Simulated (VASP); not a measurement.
Input of a VASP 6.6.1 run:

INCAR

```
SYSTEM = LiF
PREC = Accurate
ENCUT = 520
EDIFF = 1E-7
ISMEAR = -1
SIGMA = 0.03
LREAL = .False.
LASPH = .True.
NELM = 60
ALGO = Normal
ISIF = 2
LWAVE = .False.
LCHARG = .True.
GGA = PE
LELF = .True.
LVHAR = .True.
NBANDS = 12
```

The input KPOINTS:

```
Automatic mesh
0
Gamma
  10 10 10
  0 0 0
```

POSCAR

```
LiF
1.0
   -0.0201400000      2.0039300000      2.0039300000
    2.0039300000     -0.0201400000      2.0039300000
    2.0039300000      2.0039300000     -0.0201400000
Li F
1 1
Direct
    0.0000000000      0.0000000000      0.0000000000
    0.5000000000      0.5000000000      0.5000000000
```

Potentials or basis: VASP PAW PBE potentials, release 64 (Li_sv, F).

Command:

```bash
$ cat potpaw_PBE.64/Li_sv/POTCAR potpaw_PBE.64/F/POTCAR > POTCAR
$ mpirun -np 1 vasp_std > vasp.out
```

(1) Predict the band gap on the k mesh.

Results:

(1) 9.04 eV, direct.

Caveat: the cell differs from its parent crystal (equal xy, yz and zx shear strains of -1 %).
